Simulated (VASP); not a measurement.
Set up this calculation in VASP 6.6.1, as the native input.

* Task: relaxation of cell and atoms
* Functional: PBEsol
* Potentials or basis: VASP PAW PBE potentials, release 64 (Mg)
* Cutoff: 600 eV
* k mesh: 20 × 20 × 20
* Occupations: gaussian, width 0.1 eV
* Spin: no spin polarisation
* Target pressure: 50 GPa
* Dipole correction: no
* Further INCAR settings: ALGO = Normal; EDIFF = 1e-06; IBRION = 2; EDIFFG = -0.002; NSW = 100; ISIF = 3

The structure of Mg lies in POSCAR:

```
Mg
1.0
   -1.5004639443      1.5004639443      1.5004639443
    1.5004639443     -1.5004639443      1.5004639443
    1.5004639443      1.5004639443     -1.5004639443
Mg
1
Direct
    0.0000000000      0.0000000000      0.0000000000
```

This isn't the form of Mg at room conditions, which is hcp.

One way to write it, as run:

INCAR

```
  PREC = Accurate
  ENCUT = 600
  EDIFF = 1E-6
  ISMEAR = 0
  SIGMA = 0.1
  LREAL = F
  LASPH = T
  NELM = 100
  ALGO = Normal
  ISIF = 3
  LWAVE = F
  LCHARG = F
  GGA = PS
  IBRION = 2
  NSW = 100
  EDIFFG = -0.002
  PSTRESS = 500.0
```

KPOINTS

```
Automatic mesh
0
Gamma
  20 20 20
```

Potentials or basis: VASP PAW PBE potentials, release 64 (Mg).

Command:

```console
$ cat potpaw_PBE.64/Mg/POTCAR > POTCAR
$ mpirun -np 1 vasp_std > vasp.out
```

Results of the run:

The relaxed volume is 13.59 Å³/atom. The relaxed cell is a = 2.604 Å, b = 2.604 Å, c = 2.604 Å, α = 109.47°, β = 109.47°, γ = 109.47°, the space group after relaxing (to 0.1 Å) is Im-3m (No. 229) and the energy change on relaxing (the run minimises the enthalpy) is -23.6 meV/atom. The ionic steps are 3, the pressure after relaxing is 50.0 GPa and the band gap on the k mesh is zero (bands 1 and 2 overlap by 4.86 eV).

Caveat: the cell is relaxed towards a set pressure, so the run minimises the enthalpy, not the energy; the PAW data sets were made with another functional, which shifts forces and pressure a little.

Run time: 23 s on 1 thread of Intel Xeon 8259CL, on a shared host, peak memory 0.16 GiB.
